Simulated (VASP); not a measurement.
The system is PbF2.

```
Pb F
1.0
     0.00000    2.96044    2.96044
     2.96044    0.00000    2.96044
     2.96044    2.96044    0.00000
Pb F
1 2
Direct
  0.00000 0.00000 0.00000
  0.25000 0.25000 0.25000
  0.75000 0.75000 0.75000
```

Base run:

```yaml
Program: VASP 6.6.1
Functional: PBE
Potentials_or_basis: VASP PAW PBE potentials, release 64 (Pb_d, F)
Cutoff: 520 eV
k_mesh: 8 × 8 × 8
Occupations: fermi-dirac, width 0.02 eV
Spin: no spin polarisation
```

Its results: band gap on the k mesh 4.42 eV (least direct gap 4.56 eV); pressure 2.7 GPa.

Question: The run is repeated on the same cell with these changes: functional from PBE to r2SCAN; occupations from fermi-dirac, width 0.02 eV to gaussian, width 0.01 eV. What comes out?

Answer: Band gap on the k mesh 4.93 eV (least direct gap 5.08 eV); pressure -0.1 GPa.

Caveats: spin-orbit coupling is left out, which moves the levels of the heavy elements; the PAW data sets were made with another functional, which shifts forces and pressure a little (at least some runs).

A k mesh can miss the band edges.
